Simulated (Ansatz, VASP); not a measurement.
## One calculation of Si, two programs

Contents of INCAR:

```
  PREC = Accurate
  ENCUT = 520
  EDIFF = 1E-6
  ISMEAR = 0
  SIGMA = 0.02
  LREAL = False
  LASPH = True
  NELM = 80
  ALGO = Normal
  ISIF = 2
  LWAVE = False
  LCHARG = False
  GGA = PS
  NBANDS = 11
  ISYM = 0
```

KPOINTS

```
regular mesh
0
Gamma
  8 8 8
```

POSCAR

```
Si
1.0
    0.0000000000      2.7169170504      2.7169170504
    2.7169170504      0.0000000000      2.7169170504
    2.7169170504      2.7169170504      0.0000000000
Si
2
Direct
    0.2500000000      0.2500000000      0.2500000000
    0.0000000000      0.0000000000      0.0000000000
```

Input for Ansatz:

```yaml
crystal:
  lattice:
    - [0.0, 2.7169170805, 2.7169170805]
    - [2.7169170805, 0.0, 2.7169170805]
    - [2.7169170805, 2.7169170805, 0.0]
  atoms:
    - { symbol: Si, position: [0.25, 0.25, 0.25] }
    - { symbol: Si, position: [0.0, 0.0, 0.0] }
basis:
  ecutwfc: 420
  xc_grid: 4
kpoints:
  mp_grid: { grid: [8, 8, 8] }
hamiltonian:
  xc: pbesol
scf:
  occupations: { method: gaussian, width: 0.02 }
output:
  forces: true
  eigenvalues: true
  stress: true
```

Alike in both runs: task single point; functional PBEsol; k mesh 8 × 8 × 8; occupations gaussian, width 0.02 eV; no spin polarisation.

|  | VASP | Ansatz |
| --- | --- | --- |
| version | VASP 6.6.1 | Ansatz 0.2.0 |
| potentials or method | VASP PAW PBE potentials, release 64 (Si), cutoff 520 eV | scalar-relativistic, plane waves, PAW |
| valence electrons in the cell | 8 | 8 |

```csv
,VASP,Ansatz,Ansatz less VASP
gap on the k mesh at the Fermi level (eV),0.51,0.51,+0.005
pressure (GPa),0.1,0.0,-0.11
```

VASP's potentials were made for PBE, not for PBEsol.
